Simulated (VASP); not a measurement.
Write the native input for VASP 6.6.1 that does the following.

| Property | Result |
| --- | --- |
| Task | relaxation of cell and atoms |
| Functional | LDA |
| Potentials or basis | VASP PAW LDA potentials, release 64 (Ge_d) |
| Cutoff | 600 eV |
| k mesh | 7 × 7 × 4 |
| Occupations | fermi-dirac, width 0.1 eV |
| Spin | no spin polarisation |
| Target pressure | 10 GPa |
| Dipole correction | no |
| Further INCAR settings | ALGO = Normal; EDIFF = 1e-07; IBRION = 2; EDIFFG = -0.01; NSW = 80; ISIF = 3 |

The structure of Ge lies in POSCAR:

```
Ge
1.0
    3.9975860000      0.0000000000      0.0000000000
   -1.9987930000      3.4620110298      0.0000000000
    0.0000000000      0.0000000000      6.5993780000
Ge
4
Direct
    0.6666666667      0.3333333333      0.0629010000
    0.3333333333      0.6666666667      0.5629010000
    0.3333333333      0.6666666667      0.9370990000
    0.6666666667      0.3333333333      0.4370990000
```

One way to write it, as run:

INCAR

```
SYSTEM = Ge
PREC = Accurate
ENCUT = 600
EDIFF = 1E-7
ISMEAR = -1
SIGMA = 0.1
LREAL = .FALSE.
LASPH = .TRUE.
NELM = 60
ALGO = Normal
ISIF = 3
LWAVE = .FALSE.
LCHARG = .FALSE.
IBRION = 2
NSW = 80
EDIFFG = -0.01
PSTRESS = 100.0
```

KPOINTS

```
regular mesh
0
G
  7 7 4
  0 0 0
```

Potentials or basis: VASP PAW LDA potentials, release 64 (Ge_d).

Command:

```console
$ cat potpaw_LDA.64/Ge_d/POTCAR > POTCAR
$ mpirun -np 1 vasp_std > vasp.out
```

Results of the run:

| Item | Value |
| --- | --- |
| Relaxed volume | 19.95 Å³/atom |
| Relaxed cell | a = 3.821 Å, b = 3.821 Å, c = 6.310 Å, α = 90.00°, β = 90.00°, γ = 120.00° |
| Space group after relaxing (to 0.05 Å) | P6_3/mmc (No. 194) |
| Energy change on relaxing (the enthalpy is what falls) | +60.2 meV/atom |
| Ionic steps | 9 |
| Pressure after relaxing | 10.0 GPa |

Caveat: the cell is relaxed towards a set pressure, so the enthalpy falls and the energy may rise.

It took 9.4 min on 1 thread of Intel(R) Xeon(R) Platinum 8375C CPU @ 2.90GHz (Ice Lake), with other jobs on the host, peak memory 0.22 GiB.
